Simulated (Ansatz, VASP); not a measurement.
# One calculation of Ca, two programs

POSCAR

```
Ca
1.0
    3.8829195599      0.0000000000      0.0000000000
   -1.9414597800      3.3627069798      0.0000000000
    0.0000000000      0.0000000000     12.7375107086
Ca
4
Direct
    0.0000000000      1.0000000000      1.0000000000
    1.0000000000      1.0000000000      0.5000000000
    0.3333333333      0.6666666667      0.2500000000
    0.6666666667      0.3333333333      0.7500000000
```

The input INCAR.step1:

```
SYSTEM = Ca
PREC = Accurate
ENCUT = 520
ISMEAR = -1
SIGMA = 0.1
LREAL = .FALSE.
LASPH = .TRUE.
NELM = 80
NBANDS = 28
GGA = PE
ALGO = Normal
EDIFF = 1E-4
LWAVE = .TRUE.
LCHARG = .FALSE.
```

The input INCAR.step2:

```
SYSTEM = Ca
PREC = Accurate
ENCUT = 520
EDIFF = 1E-7
ISMEAR = -1
SIGMA = 0.1
LREAL = .FALSE.
LASPH = .TRUE.
NELM = 80
ALGO = Normal
ISIF = 2
LWAVE = .FALSE.
LCHARG = .FALSE.
METAGGA = R2SCAN
LMIXTAU = .TRUE.
NBANDS = 28
ISTART = 1
```

The input KPOINTS:

```
regular mesh
0
G
  10 10 3
  0 0 0
```

Input for Ansatz:

```yaml
crystal:
  lattice:
    - [3.8829195599, 0.0, 0.0]
    - [-1.94145978, 3.3627069798, 0.0]
    - [0.0, 0.0, 12.7375107086]
  atoms:
    - { symbol: Ca, position: [0.0, 1.0, 1.0] }
    - { symbol: Ca, position: [1.0, 1.0, 0.5] }
    - { symbol: Ca, position: [0.3333333333, 0.6666666667, 0.25] }
    - { symbol: Ca, position: [0.6666666667, 0.3333333333, 0.75] }
hamiltonian:
  xc: r2scan
  pseudopotentials:
    kind: paw
    azcp:
      Ca: "pseudopotentials/Ca.paw.azcp"
basis:
  ecutwfc: 500
  fft_grid_basis: typed
kpoints:
  mp_grid: { grid: [10, 10, 3], shift: [0, 0, 0] }
magnetization:
  spin_polarized: false
scf:
  occupations: { method: fermi_dirac, width: 0.1 }
  lower_state_search: "off"
output:
  stress: true
```

Alike in both runs: task single point; functional r2SCAN; k mesh 10 × 10 × 3; occupations fermi-dirac, width 0.1 eV; no spin polarisation.

|  | VASP | Ansatz |
| --- | --- | --- |
| version | VASP 6.6.1 | Ansatz 0.2.0 |
| potentials or method | VASP PAW PBE potentials, release 64 (Ca_sv), cutoff 520 eV | plane waves (500 eV) with PAW, scalar-relativistic |
| valence electrons in the cell | 40 | 40 |

Ansatz gave:

- pressure (GPa): 0.8
- traceless stress, the component that is largest in VASP (GPa): 0.07

**Question.** Which values does VASP return?

**Answer.** Pressure (GPa): 0.8; traceless stress, the component that is largest in VASP (GPa): 0.08.

VASP's potentials were made for PBE, not for r2SCAN. The functional is the same, so the differences come from potentials, cutoffs and numerics.
